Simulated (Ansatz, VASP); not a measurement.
## Two plane-wave programs on InAs

```xyz
2
Lattice="0.0000 3.0542 3.0542 3.0542 0.0000 3.0542 3.0542 3.0542 0.0000" Properties=species:S:1:pos:R:3 pbc="T T T"
In    0.0000    0.0000    0.0000
As    1.5271    1.5271    1.5271
```

Alike in both runs: task relaxation of cell and atoms; functional r2SCAN; k mesh 10 × 10 × 10; occupations gaussian, width 0.01 eV; no spin polarisation.

|  | VASP | Ansatz |
| --- | --- | --- |
| version | VASP 6.6.1 | Ansatz 0.2.0 |
| potentials or method | VASP PAW PBE potentials, release 64 (In_d, As), cutoff 600 eV | scalar-relativistic, plane waves, PAW |
| valence electrons in the cell | 18 | 28 |

Ansatz gave:

| Quantity | Value |
| --- | --- |
| gap on the k mesh at the Fermi level, each at its own relaxed structure (eV) | 0.08 |
| relaxed volume (Å³/atom) | 28.49 |
| relaxed cell length with the largest relative difference (Å) | 4.319 |

Question: Which values does VASP return?

Answer: gap on the k mesh at the Fermi level, each at its own relaxed structure (eV): 0.08; relaxed volume (Å³/atom): 28.51; relaxed cell length with the largest relative difference (Å): 4.320.

VASP's potentials were made for PBE, not for r2SCAN. VASP's potentials hold 18 valence electrons a cell and Ansatz's 28, so a difference there can come from the potentials and not from the codes.
